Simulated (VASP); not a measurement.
Crystal: Na4Ge3W.

```
Na Ge W
1.0
     5.02862    0.00000    0.00000
     0.00000    5.02862    0.00000
     0.00000    0.00000    5.02862
Na Ge W
4 3 1
Direct
  0.50000 0.00000 0.00000
  0.50000 0.50000 0.50000
  0.00000 0.00000 0.50000
  0.00000 0.50000 0.00000
  0.00000 0.50000 0.50000
  0.50000 0.00000 0.50000
  0.50000 0.50000 0.00000
  0.00000 0.00000 0.00000
```

The cell was generated, and may not be a known phase.

- Program: VASP 6.6.1
- Task: relaxation of cell and atoms
- Functional: PBE
- Potentials or basis: VASP PAW PBE potentials, release 64 (Na_pv, Ge_d, W_sv)
- Cutoff: 600 eV
- k mesh: 4 × 4 × 4
- Occupations: gaussian, width 0.1 eV
- Spin: no spin polarisation

At the start: pressure 31.8 GPa; volume 15.89 Å³/atom.

Task: Where does the relaxation end?

Result: Over 4 steps the energy falls by 609.3 meV/atom and the volume is 24.92 Å³/atom (+56.8 %); space group Pm-3m (No. 221, to 0.1 Å) before and after.

The path:
```csv
step,energy change (eV),largest force (eV/Å),pressure (GPa),volume (Å³)
1,0.0000,0.0000,31.79,127.16
2,-4.8638,0.0000,0.71,194.48
3,-4.8705,0.0000,-0.40,202.27
4,-4.8742,0.0000,-0.01,199.37
```

Final structure:
```
Na Ge W
1.0
     5.84188    0.00000    0.00000
     0.00000    5.84188    0.00000
     0.00000    0.00000    5.84188
Na Ge W
4 3 1
Direct
  0.50000 0.00000 0.00000
  0.50000 0.50000 0.50000
  0.00000 0.00000 0.50000
  0.00000 0.50000 0.00000
  0.00000 0.50000 0.50000
  0.50000 0.00000 0.50000
  0.50000 0.50000 0.00000
  0.00000 0.00000 0.00000
```

Caveat: the volume moved by over 15 % at a fixed basis, so the end points are rough.
